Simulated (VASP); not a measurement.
A run of VASP 6.6.1:

The input INCAR:

```
PREC = Accurate ; ENCUT = 520
EDIFF = 1E-7 ; ISMEAR = 0
SIGMA = 0.15 ; LREAL = F
LASPH = T ; NELM = 80
ALGO = Fast ; ISIF = 2
LWAVE = F ; LCHARG = F
GGA = PE ; NBANDS = 12
```

File KPOINTS:

```
Automatic mesh
0
Gamma
  20 20 20
```

Contents of POSCAR:

```
Nb
1.0
    0.0000000000      2.1150000000      2.2207500000
    2.1150000000      0.0000000000      2.2207500000
    2.1150000000      2.1150000000      0.0000000000
Nb
1
Direct
    0.0000000000      0.0000000000      0.0000000000
```

Potentials or basis: VASP PAW PBE potentials, release 64 (Nb_sv).

Launch:

```bash
$ cat potpaw_PBE.64/Nb_sv/POTCAR > POTCAR
$ mpirun -np 1 vasp_std > vasp.out
```

Hardware: 1 thread of Intel(R) Xeon(R) 6975P-C (Granite Rapids) (shared host).

Estimate the wall time of this run.

Wall time 2.9 min on 1 thread of Intel(R) Xeon(R) 6975P-C (Granite Rapids) (shared host), peak memory 0.24 GiB. Counts: scf iterations 26, k points 641.
